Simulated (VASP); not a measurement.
# Al3In2As5 (I-4m2) in VASP: single point with PBE

Aim: the single point of Al3In2As5 with PBE.

All numbers are computed with VASP 6.6.1; they aren't measurements. Logs are shortened: lines on timing, memory, paths and dates and some standing lists are left out, and cuts for length are marked.

**1. The cell of the first run**

It takes space group I-4m2 (No. 119, tetragonal). The conventional cell has a = 3.946 Å, b = 3.946 Å, c = 27.902 Å, α = 90.00°, β = 90.00°, γ = 90.00°. Al (site symmetry 2mm) has 4 As at 2.42 Å within 3.2 Å. Within 3.2 Å of Al (site symmetry -4m2) lie 4 As at 2.42 Å. Within 3.2 Å of In (site symmetry 2mm) lie 4 As at 2.42 Å. Within 3.2 Å of As (site symmetry 2mm) lie 2 Al at 2.42 Å and 2 In at 2.42 Å. Within 3.2 Å of As (site symmetry 2mm) lie 2 In at 2.42 Å and 2 Al at 2.42 Å. As (site symmetry -4m2) has 4 Al at 2.42 Å within 3.2 Å.

**2. Single point, PBE**

INCAR

```
SYSTEM = Al3In2As5
ALGO = Normal
EDIFF = 1E-6
ENCUT = 520
GGA = PE
ISIF = 2
ISMEAR = 0
LASPH = .True.
LCHARG = .False.
LREAL = .False.
LWAVE = .False.
NBANDS = 41
NELM = 80
PREC = Accurate
SIGMA = 0.1
```

KPOINTS

```
k-points
0
Gamma
  6 6 6
  0 0 0
```

POSCAR

```
Al3In2As5
1.0
   -1.9729756600      1.9729756600     13.9510446900
    1.9729756600     -1.9729756600     13.9510446900
    1.9729756600      1.9729756600    -13.9510446900
Al In As
3 2 5
Direct
    0.8000000000      0.8000000000      0.0000000000
    0.0000000000      0.0000000000      0.0000000000
    0.2000000000      0.2000000000      0.0000000000
    0.4000000000      0.4000000000      0.0000000000
    0.6000000000      0.6000000000      0.0000000000
    0.3500000000      0.8500000000      0.5000000000
    0.9500000000      0.4500000000      0.5000000000
    0.5500000000      0.0500000000      0.5000000000
    0.1500000000      0.6500000000      0.5000000000
    0.7500000000      0.2500000000      0.5000000000
```

Potentials or basis: VASP PAW PBE potentials, release 64 (Al, In_d, As).

Started as:

```console
cat potpaw_PBE.64/Al/POTCAR potpaw_PBE.64/In_d/POTCAR potpaw_PBE.64/As/POTCAR > POTCAR
mpirun -np 1 vasp_std > vasp.out
```

OUTCAR:

```text
SYSTEM = Al3In2As5
   EDIFF = 1E-6
   ENCUT = 520
   GGA = PE
   ISIF = 2
   ISMEAR = 0
   LASPH = .True.
   LREAL = .False.
   NELM = 80
   PREC = Accurate

 ion  position               nearest neighbor table
   1  0.800  0.800  0.000-  10 2.42  10 2.42   6 2.42   6 2.42
   2  0.000  0.000  0.000-   8 2.42   7 2.42   8 2.42   7 2.42
   3  0.200  0.200  0.000-  10 2.42  10 2.42   9 2.42   9 2.42
   4  0.400  0.400  0.000-   6 2.42   6 2.42   7 2.42   7 2.42
   5  0.600  0.600  0.000-   9 2.42   9 2.42   8 2.42   8 2.42
   6  0.350  0.850  0.500-   4 2.42   4 2.42   1 2.42   1 2.42
   7  0.950  0.450  0.500-   2 2.42   2 2.42   4 2.42   4 2.42
   8  0.550  0.050  0.500-   2 2.42   2 2.42   5 2.42   5 2.42
   9  0.150  0.650  0.500-   5 2.42   5 2.42   3 2.42   3 2.42
  10  0.750  0.250  0.500-   1 2.42   3 2.42   1 2.42   3 2.42

  LATTYP: Found a body centered tetragonal cell.
 ALAT       =     3.9459513200
 C/A-ratio  =     7.0710678154

  Lattice vectors:

 A1 = (  -1.9729756600,   1.9729756600,  13.9510446900)
 A2 = (   1.9729756600,  -1.9729756600,  13.9510446900)
 A3 = (   1.9729756600,   1.9729756600, -13.9510446900)

Analysis of symmetry for initial positions (statically):
=====================================================================
 Subroutine PRICEL returns:
 Original cell was already a primitive cell.

 Routine SETGRP: Setting up the symmetry group for a
 body centered tetragonal supercell.

 Subroutine GETGRP returns: Found  8 space group operations
 (whereof  8 operations were pure point group operations)
 out of a pool of 16 trial point group operations.

The static configuration has the point symmetry D_2d.

Analysis of symmetry for dynamics (positions and initial velocities):
=====================================================================
 Subroutine PRICEL returns:
 Original cell was already a primitive cell.

 Routine SETGRP: Setting up the symmetry group for a
 body centered tetragonal supercell.

 Subroutine GETGRP returns: Found  8 space group operations
 (whereof  8 operations were pure point group operations)
 out of a pool of 16 trial point group operations.

The dynamic configuration has the point symmetry D_2d.

 Subroutine INISYM returns: Found  8 space group operations
 (whereof  8 operations are pure point group operations),
 and found     1 'primitive' translations

[... 117 lines left out ...]
   ISYM   =      2    0-nonsym 1-usesym 2-fastsym
   POTIM  = 0.5000    time-step for ionic-motion
   TEBEG  =    0.0;   TEEND  =   0.0 temperature during run
   PSTRESS=    0.0 pullay stress
   NELECT =      60.0000    total number of electrons
   NUPDOWN=      -1.0000    fix difference up-down
   EMIN   =  10.00;   EMAX   =-10.00  energy-range for DOS
   EFERMI =   0.00;   METHOD = LEGACY
   ISMEAR =     0;   SIGMA  =   0.10  broadening in eV -4-tet -1-fermi 0-gaus
   EFERMI_NEDOS =   21; number of points for ismear=-14 and -15
   IALGO  =     38    algorithm
   IMIX   =      4    mixing-type and parameters
     AMIX     =   0.40;   BMIX     =  1.00
     AMIX_MAG =   1.60;   BMIX_MAG =  1.00
  volume/ion in A,a.u.               =      21.72       146.59
  Fermi-wavevector in a.u.,A,eV,Ry     =   1.066159  2.014748 15.465666  1.136694
  Thomas-Fermi vector in A             =   2.201734
   LORBIT       =      0    0 simple, 1 ext, 2 COOP (PROOUT), +10 PAW based schemes
   GGA     = PE    functional components
   LHFCALC =     F    Hartree Fock is set to
   AEXX    =    0.0000 exact exchange contribution
   IVDW    =     0    specifies the selected vdW correction
   LEPSILON=     F    determine dielectric tensor
   LRPA    =     F    only Hartree local field effects (RPA)
 non-spin polarized calculation
 Gauss-broadening in eV      SIGMA  =   0.10
  energy-cutoff  :      520.00
  volume of cell :      217.23
 maximum number of plane-waves:      5907
 NGX is ok and might be reduce to   108
   NGX = 53   NGY = 53   NGZ = 53

 number of electron      59.9999998 magnetization

 Free energy of the ion-electron system (eV)
  ---------------------------------------------------
  ext. energy  EPLUGINS =         0.00000000
  ---------------------------------------------------
  free energy    TOTEN  =       -41.12912459 eV

  energy without entropy =      -41.12912459  energy(sigma->0) =      -41.12912459

 E-fermi :   5.9182     XC(G=0):  -9.6048

 val. band max:        5.4996904377   @ k =   0.0000   0.0000   0.0000
 cond. band min:       6.6993316926   @ k =   0.5000   0.5000  -0.0000
 fundamental gap:      1.1996412549
 Fermi energy:         5.9181516372

 k-point     1 :       0.0000    0.0000    0.0000
  band No.  band energies     occupation
      1      -9.4398      2.00000
      2      -9.4297      2.00000
      3      -9.1289      2.00000
      4      -9.1289      2.00000
      5      -9.1279      2.00000
      6      -9.1279      2.00000
[... 1045 lines left out ...]
     40       9.9763      0.00000
     41      10.0399      0.00000

 [... further k-points ...]

------------------------ aborting loop because EDIFF is reached ----------------------------------------

  FORCE on cell =-STRESS in cart. coord.  units (eV):
  Direction    XX          YY          ZZ          XY          YZ          ZX
  --------------------------------------------------------------------------------------
  -------------------------------------------------------------------------------------
  Total       22.0795619     22.0795619     21.7113741      0.0000000      0.0000000      0.0000000
  in kB      162.8511608    162.8511608    160.1355356      0.0000000      0.0000000      0.0000000
  external PRESSURE =     161.9459524 kB  Pullay stress =       0.0000000 kB

 VOLUME and BASIS-vectors are now :
 -----------------------------------------------------------------------------
  energy-cutoff  :      520.00
  volume of cell :      217.23
      direct lattice vectors                 reciprocal lattice vectors
    -1.972975660  1.972975660 13.951044690     0.000000000  0.253424312  0.035839610
     1.972975660 -1.972975660 13.951044690     0.253424312  0.000000000  0.035839610
     1.972975660  1.972975660-13.951044690     0.253424312  0.253424312  0.000000000

 POSITION                                       TOTAL-FORCE (eV/Angst)
 -----------------------------------------------------------------------------------
      0.00000      0.00000     22.32167        -0.000000     -0.000000     -0.062027
      0.00000      0.00000      0.00000         0.000000      0.000000     -0.000000
      0.00000      0.00000      5.58042        -0.000000     -0.000000      0.062027
      0.00000      0.00000     11.16084         0.000000      0.000000      0.003876
      0.00000      0.00000     16.74125         0.000000      0.000000     -0.003876
      1.97298      0.00000      9.76573         0.000000      0.000000     -2.243520
      0.00000      1.97298     12.55594        -0.000000     -0.000000      2.251946
     -0.00000      1.97298      1.39510         0.000000      0.000000     -2.251946
      1.97298      0.00000      4.18531        -0.000000     -0.000000      2.243520
     -0.00000      1.97298      6.97552         0.000000      0.000000     -0.000000
 -----------------------------------------------------------------------------------
    total drift:                                0.000000     -0.000000     -0.000000

  FREE ENERGIE OF THE ION-ELECTRON SYSTEM (eV)
  ---------------------------------------------------
  free  energy   TOTEN  =       -41.1291245915 eV

  energy  without entropy=      -41.1291245915  energy(sigma->0) =      -41.12912459
```

Wall time 36 min (1 thread of Intel Xeon 6975P-C (Granite Rapids), shared host); peak memory 1.9 GiB.

What came out:

```yaml
Free_energy: -41.1291 eV
Pressure: 16.2 GPa
Largest_force: 2.252 eV/Å
Band_gap_on_the_k_mesh: 1.20 eV (least direct gap 1.34 eV)
```

Forces on the atoms (eV/Å):
```
Al   0.000  0.000 -0.062
Al   0.000  0.000  0.000
Al   0.000  0.000  0.062
In   0.000  0.000  0.004
In   0.000  0.000 -0.004
As   0.000  0.000 -2.244
As   0.000  0.000  2.252
As   0.000  0.000 -2.252
As   0.000  0.000  2.244
As   0.000  0.000  0.000
```

Stress tensor (GPa, compression positive):
```
16.29  0.00  0.00
 0.00 16.29  0.00
 0.00  0.00 16.01
```

Levels at points of the mesh, in eV from the valence-band top:
```tsv
k point	band 28	band 29	band 30	band 31	band 32	band 33
(0.00, 0.00, 0.00)	-0.05	0.00	0.00	1.34	1.50	1.85
(0.50, 0.00, 0.00)	-1.07	-1.01	-0.93	1.98	2.68	2.69
(0.50, 0.50, 0.00)	-2.97	-2.68	-2.67	1.20	1.90	2.03
(0.50, 0.50, 0.50)	-0.50	-0.36	-0.36	1.22	1.83	2.08
```

Caveat: the cell stands under pressure; spin-orbit coupling is left out, which moves the levels of the heavy elements; forces of over 1 eV/Å act on the atoms, so gaps and moduli don't describe the material at rest.
